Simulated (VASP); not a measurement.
# Zr2BiN2 (P4mm) in VASP: relaxation of cell and atoms with PBE

Aim: the relaxation of cell and atoms of Zr2BiN2 with PBE.

All numbers are computed with VASP 6.6.1; they aren't measurements. Logs are shortened: lines on timing, memory, paths and dates and some standing lists are left out, and cuts for length are marked.

## 1. The cell of the first run

It takes space group P4mm (No. 99, tetragonal). Conventional cell: a = 3.869 Å, b = 3.869 Å, c = 6.254 Å, α = 90.00°, β = 90.00°, γ = 90.00°. Zr (site symmetry 2mm) has 4 N at 2.04 to 2.49 Å and 4 Zr at 2.74 Å within 2.8 Å. Within 2.5 Å of Bi (site symmetry 4mm) lie 2 N at 1.87 to 2.18 Å. Within 2.5 Å of N (site symmetry 4mm) lie 1 Bi at 1.87 Å and 1 N at 2.20 Å and 4 Zr at 2.49 Å. N (site symmetry 4mm) has 4 Zr at 2.04 Å and 1 Bi at 2.18 Å and 1 N at 2.20 Å within 2.7 Å.

The cell was built from a structure type or drawn by symmetry, and may not be a known phase.

## 2. Relaxation of cell and atoms, PBE

Input file INCAR:

```
SYSTEM = Zr2BiN2
PREC = Accurate ; ENCUT = 600
EDIFF = 1E-7 ; ISMEAR = 0
SIGMA = 0.1 ; LREAL = .False.
LASPH = .True. ; NELM = 100
ALGO = Normal ; ISIF = 3
LWAVE = .False. ; LCHARG = .False.
GGA = PE ; IBRION = 2
NSW = 90 ; EDIFFG = -0.04
```

Input file KPOINTS:

```
Automatic mesh
0
Gamma
  4 4 4
  0 0 0
```

Input file POSCAR:

```
Zr2BiN2
1.0
    3.8693306900      0.0000000000      0.0000000000
    0.0000000000      3.8693306900      0.0000000000
    0.0000000000      0.0000000000      6.2543751900
Zr Bi N
2 1 2
Direct
    0.5000000000      0.0000000000      0.5489123000
    0.0000000000      0.5000000000      0.5489123000
    0.0000000000      0.0000000000      0.0996258200
    0.0000000000      0.0000000000      0.8001709300
    0.0000000000      0.0000000000      0.4479437600
```

Potentials or basis: VASP PAW PBE potentials, release 64 (Zr_sv, Bi_d, N).

Launch:

```bash
cat potpaw_PBE.64/Zr_sv/POTCAR potpaw_PBE.64/Bi_d/POTCAR potpaw_PBE.64/N/POTCAR > POTCAR
mpirun -np 1 vasp_std > vasp.out
```

OUTCAR:

```text
SYSTEM = Zr2BiN2
   PREC = Accurate
   ENCUT = 600
   EDIFF = 1E-7
   ISMEAR = 0
   LREAL = .False.
   LASPH = .True.
   NELM = 100
   ISIF = 3
   GGA = PE
   IBRION = 2
   NSW = 90
   EDIFFG = -0.04

 ion  position               nearest neighbor table
   1  0.500  0.000  0.549-   5 2.04   5 2.04   4 2.49   4 2.49   2 2.74   2 2.74   2 2.74   2 2.74
                             3 3.41   3 3.41
   2  0.000  0.500  0.549-   5 2.04   5 2.04   4 2.49   4 2.49   1 2.74   1 2.74   1 2.74   1 2.74
                             3 3.41   3 3.41
   3  0.000  0.000  0.100-   4 1.87   5 2.18   1 3.41   2 3.41   2 3.41   1 3.41
   4  0.000  0.000  0.800-   3 1.87   2 2.49   1 2.49   2 2.49   1 2.49
   5  0.000  0.000  0.448-   1 2.04   2 2.04   2 2.04   1 2.04   3 2.18

  LATTYP: Found a simple tetragonal cell.
 ALAT       =     3.8693306900
 C/A-ratio  =     1.6163971733

  Lattice vectors:

 A1 = (   3.8693306900,   0.0000000000,   0.0000000000)
 A2 = (   0.0000000000,   3.8693306900,   0.0000000000)
 A3 = (   0.0000000000,   0.0000000000,   6.2543751900)

Analysis of symmetry for initial positions (statically):
=====================================================================
 Subroutine PRICEL returns:
 Original cell was already a primitive cell.

 Routine SETGRP: Setting up the symmetry group for a
 simple tetragonal supercell.

 Subroutine GETGRP returns: Found  8 space group operations
 (whereof  8 operations were pure point group operations)
 out of a pool of 16 trial point group operations.

The static configuration has the point symmetry C_4v.

Analysis of symmetry for dynamics (positions and initial velocities):
=====================================================================
 Subroutine PRICEL returns:
 Original cell was already a primitive cell.

 Routine SETGRP: Setting up the symmetry group for a
 simple tetragonal supercell.

 Subroutine GETGRP returns: Found  8 space group operations
 (whereof  8 operations were pure point group operations)
 out of a pool of 16 trial point group operations.

The dynamic configuration has the point symmetry C_4v.

 Subroutine INISYM returns: Found  8 space group operations
 (whereof  8 operations are pure point group operations),
 and found     1 'primitive' translations

----------------------------------------------------------------------------------------

                                     Primitive cell

  volume of cell :      93.6388

  direct lattice vectors                    reciprocal lattice vectors
     3.869330690  0.000000000  0.000000000     0.258442630  0.000000000  0.000000000
     0.000000000  3.869330690  0.000000000     0.000000000  0.258442630  0.000000000
     0.000000000  0.000000000  6.254375190     0.000000000  0.000000000  0.159888073

  length of vectors
     3.869330690  3.869330690  6.254375190     0.258442630  0.258442630  0.159888073

  position of ions in fractional coordinates (direct lattice)
     0.500000000  0.000000000  0.548912300
     0.000000000  0.500000000  0.548912300
     0.000000000  0.000000000  0.099625820
     0.000000000  0.000000000  0.800170930
     0.000000000  0.000000000  0.447943760

  ion indices of the primitive-cell ions
   primitive index   ion index
                 1           1
                 2           2
                 3           3
                 4           4
                 5           5

----------------------------------------------------------------------------------------

 KPOINTS: Automatic mesh

Automatic generation of k-mesh.
 Grid dimensions read from file:
 generate k-points for:    4    4    4

 Generating k-lattice:

  Cartesian coordinates                     Fractional coordinates (reciprocal lattice)
     0.064610658  0.000000000  0.000000000     0.250000000  0.000000000  0.000000000
     0.000000000  0.064610658  0.000000000     0.000000000  0.250000000  0.000000000
     0.000000000  0.000000000  0.039972018     0.000000000  0.000000000  0.250000000

  Length of vectors
     0.064610658  0.064610658  0.039972018

  Shift w.r.t. Gamma in fractional coordinates (k-lattice)
     0.000000000  0.000000000  0.000000000

 Subroutine IBZKPT returns following result:
 ===========================================

 Found     18 irreducible k-points:

 Following reciprocal coordinates:
            Coordinates               Weight
  0.000000  0.000000  0.000000      1.000000
  0.250000  0.000000  0.000000      4.000000
  0.500000  0.000000  0.000000      2.000000
  0.250000  0.250000  0.000000      4.000000
  0.500000  0.250000  0.000000      4.000000
  0.500000  0.500000  0.000000      1.000000
[... 10 lines left out ...]
  0.500000  0.250000  0.500000      4.000000
  0.500000  0.500000  0.500000      1.000000
   k-points           NKPTS =     18   k-points in BZ     NKDIM =     18   number of bands    NBANDS=     29
   number of dos      NEDOS =    301   number of ions     NIONS =      5
   total plane-waves  NPLWV =  51200
   dimension x,y,z NGX =    32 NGY =   32 NGZ =   50
   dimension x,y,z NGXF=    64 NGYF=   64 NGZF=  100
   ions per type =               2   1   2
   NGX,Y,Z   is equivalent  to a cutoff of  13.75, 13.75, 13.29 a.u.
   NGXF,Y,Z  is equivalent  to a cutoff of  27.50, 27.50, 26.58 a.u.
 SYSTEM =  Zr2BiN2
   PREC   = accura    normal or accurate (medium, high low for compatibility)
   ISTART =      0    job   : 0-new  1-cont  2-samecut
   ICHARG =      2    charge: 1-file 2-atom 10-const
   ISPIN  =      1    spin polarized calculation?
   LNONCOLLINEAR =      F non collinear calculations
   LSORBIT =      F    spin-orbit coupling
   LASPH  =      T    aspherical Exc in radial PAW
   ENCUT  =  600.0 eV  44.10 Ry    6.64 a.u.   7.73  7.73 12.49*2*pi/ulx,y,z
   NELM   =    100;   NELMIN=  2; NELMDL= -5     # of ELM steps
   EDIFF  = 0.1E-06   stopping-criterion for ELM
   LREAL  =      F    real-space projection
   EDIFFG = -.4E-01   stopping-criterion for IOM
   NSW    =     90    number of steps for IOM
   IBRION =      2    ionic relax: 0-MD 1-quasi-New 2-CG
   NFREE  =      1    steps in history (QN), initial steepest desc. (CG)
   ISIF   =      3    stress and relaxation
   ISYM   =      2    0-nonsym 1-usesym 2-fastsym
   POTIM  = 0.5000    time-step for ionic-motion
   TEBEG  =    0.0;   TEEND  =   0.0 temperature during run
   PSTRESS=    0.0 pullay stress
   NELECT =      49.0000    total number of electrons
   NUPDOWN=      -1.0000    fix difference up-down
   EMIN   =  10.00;   EMAX   =-10.00  energy-range for DOS
   EFERMI =   0.00;   METHOD = LEGACY
   ISMEAR =     0;   SIGMA  =   0.10  broadening in eV -4-tet -1-fermi 0-gaus
   EFERMI_NEDOS =   21; number of points for ismear=-14 and -15
   IALGO  =     38    algorithm
   IMIX   =      4    mixing-type and parameters
     AMIX     =   0.40;   BMIX     =  1.00
     AMIX_MAG =   1.60;   BMIX_MAG =  1.00
  volume/ion in A,a.u.               =      18.73       126.38
  Fermi-wavevector in a.u.,A,eV,Ry     =   1.319233  2.492990 23.679265  1.740377
  Thomas-Fermi vector in A             =   2.449146
   LORBIT       =      0    0 simple, 1 ext, 2 COOP (PROOUT), +10 PAW based schemes
   GGA     = PE    functional components
   LHFCALC =     F    Hartree Fock is set to
   AEXX    =    0.0000 exact exchange contribution
   IVDW    =     0    specifies the selected vdW correction
   LEPSILON=     F    determine dielectric tensor
   LRPA    =     F    only Hartree local field effects (RPA)
 conjugate gradient relaxation of ions
 non-spin polarized calculation
 Gauss-broadening in eV      SIGMA  =   0.10
  energy-cutoff  :      600.00
  volume of cell :       93.64
 maximum number of plane-waves:      3153
 NGX is ok and might be reduce to    32
   NGX = 15   NGY = 15   NGZ = 25

--------------------------------------- Ionic step        1  -------------------------------------------

 number of electron      48.9999998 magnetization

 Free energy of the ion-electron system (eV)
  ---------------------------------------------------
  ext. energy  EPLUGINS =         0.00000000
  ---------------------------------------------------
  free energy    TOTEN  =       -34.35030959 eV

  energy without entropy =      -34.33123478  energy(sigma->0) =      -34.34077218

 E-fermi :   7.5985     XC(G=0): -10.4390

 val. band max:        7.5849124586   @ k =   0.5000   0.2500   0.0000
 cond. band min:       7.6435548126   @ k =   0.2500   0.2500   0.5000
 fundamental gap:      0.0586423540
 Fermi energy:         7.5985194429

 k-point     1 :       0.0000    0.0000    0.0000
  band No.  band energies     occupation
      1     -41.1337      2.00000
      2     -40.5578      2.00000
      3     -19.9799      2.00000
      4     -19.9799      2.00000
      5     -19.3792      2.00000
      6     -18.7562      2.00000
[... 601 lines left out ...]
  energy  without entropy=      -34.3312347763  energy(sigma->0) =      -34.34077218

--------------------------------------- Ionic step        2  -------------------------------------------

 number of electron      49.0000001 magnetization

 E-fermi :   3.3667     XC(G=0):  -8.3886

 val. band max:        3.3509475242   @ k =   0.2500   0.2500   0.2500
 cond. band min:       3.3938534898   @ k =   0.5000   0.2500   0.2500
 fundamental gap:      0.0429059656
 Fermi energy:         3.3666787697

 k-point     1 :       0.0000    0.0000    0.0000
  band No.  band energies     occupation
      1     -46.1128      2.00000
      2     -45.9612      2.00000
      3     -24.2853      2.00000
      4     -24.2728      2.00000
      5     -24.2728      2.00000
      6     -24.1003      2.00000
[... 636 lines left out ...]
  FREE ENERGIE OF THE ION-ELECTRON SYSTEM (eV)
  ---------------------------------------------------
  free  energy   TOTEN  =       -36.9262530658 eV

  energy  without entropy=      -36.9027432719  energy(sigma->0) =      -36.91449817

[... ionic steps 4 to 15 ...]

--------------------------------------- Ionic step       16  -------------------------------------------

 number of electron      49.0000000 magnetization

------------------------ aborting loop because EDIFF is reached ----------------------------------------

  FORCE on cell =-STRESS in cart. coord.  units (eV):
  Direction    XX          YY          ZZ          XY          YZ          ZX
  --------------------------------------------------------------------------------------
  -------------------------------------------------------------------------------------
  Total       -0.1170206     -0.1170206      0.0374823      0.0000000      0.0000000      0.0000000
  in kB       -1.6821118     -1.6821118      0.5387897      0.0000000      0.0000000      0.0000000
  external PRESSURE =      -0.9418113 kB  Pullay stress =       0.0000000 kB
[... 63 lines left out ...]
  energy  without entropy=      -37.4244991507  energy(sigma->0) =      -37.43541599

--------------------------------------- Ionic step       18  -------------------------------------------

 number of electron      49.0000001 magnetization

 Free energy of the ion-electron system (eV)
  ---------------------------------------------------
  ext. energy  EPLUGINS =         0.00000000
  ---------------------------------------------------
  free energy    TOTEN  =       -37.44664496 eV

  energy without entropy =      -37.42473034  energy(sigma->0) =      -37.43568765

 E-fermi :   5.6757     XC(G=0):  -9.6190

 val. band max:        5.6251711084   @ k =   0.5000   0.2500   0.0000
 cond. band min:       5.6903297280   @ k =   0.5000   0.5000   0.5000
 fundamental gap:      0.0651586196
 Fermi energy:         5.6757362470

 k-point     1 :       0.0000    0.0000    0.0000
  band No.  band energies     occupation
      1     -43.1547      2.00000
      2     -42.7010      2.00000
      3     -21.7165      2.00000
      4     -21.7165      2.00000
      5     -21.3827      2.00000
      6     -20.8759      2.00000
[... 597 lines left out ...]
  FREE ENERGIE OF THE ION-ELECTRON SYSTEM (eV)
  ---------------------------------------------------
  free  energy   TOTEN  =       -37.4466449605 eV

  energy  without entropy=      -37.4247303370  energy(sigma->0) =      -37.43568765

 reached required accuracy - stopping structural energy minimisation
```

It took 6 min on 1 thread of Intel Xeon 6975P-C (Granite Rapids), shared host; peak memory 0.26 GiB.

What came out:

```
Free energy                           : -37.4466 eV
Relaxed volume                        : 22.29 Å³/atom
Relaxed cell                          : a = 3.935 Å, b = 3.935 Å, c = 7.194 Å, α = 90.00°, β = 90.00°, γ = 90.00°
Space group after relaxing (to 0.1 Å) : P4/mmm (No. 123)
Energy gained by relaxing             : 619.3 meV/atom
Ionic steps                           : 18
Pressure after relaxing               : 0.0 GPa
Largest force after relaxing          : 0.023 eV/Å
Band gap on the k mesh                : zero (an odd number of electrons rules out a gap without spin polarisation)
```

Forces in eV/Å, atoms in the order of the input:
```
Zr   0.000  0.000  0.017
Zr   0.000  0.000  0.017
Bi   0.000  0.000 -0.003
N    0.000  0.000 -0.023
N    0.000  0.000 -0.008
```

Step by step:
```tsv
step	energy change (eV)	largest force (eV/Å)	pressure (GPa)	volume (Å³)
1	0.0000	8.2740	29.04	93.64
2	-1.2434	0.9336	-12.43	146.99
3	-2.5759	1.5500	-1.92	116.93
4	-2.5787	1.5685	-1.56	116.37
5	-2.5801	1.5908	-1.07	115.64
6	-2.8039	0.9303	-0.37	114.48
7	-2.8768	1.3147	0.87	113.35
8	-3.0310	0.6318	-1.41	114.66
9	-3.0532	0.2548	-2.42	115.40
10	-3.0738	0.4031	1.69	109.73
11	-3.0877	0.2190	0.01	111.86
12	-3.0930	0.1485	-0.11	111.78
13	-3.0940	0.1032	-0.18	111.72
14	-3.0954	0.0683	0.16	111.22
15	-3.0955	0.0593	0.24	111.11
16	-3.0960	0.0832	-0.09	111.46
17	-3.0960	0.0758	-0.03	111.39
18	-3.0963	0.0227	0.00	111.43
```

Final structure:
```
Zr Bi N
1.0
     3.93547    0.00000    0.00000
     0.00000    3.93547    0.00000
     0.00000    0.00000    7.19449
Zr Bi N
2 1 2
Direct
  0.50000 0.00000 0.58809
  0.00000 0.50000 0.58809
  0.00000 0.00000 0.08880
  0.00000 0.00000 0.75915
  0.00000 0.00000 0.42144
```

Caveat: the k points lie up to 0.40 Å⁻¹ apart in the final cell, too coarse for converged energies and pressures of a metal; the volume moved by over 15 % at a fixed basis, so the end points are rough; spin-orbit coupling is left out, which moves the levels of the heavy elements.
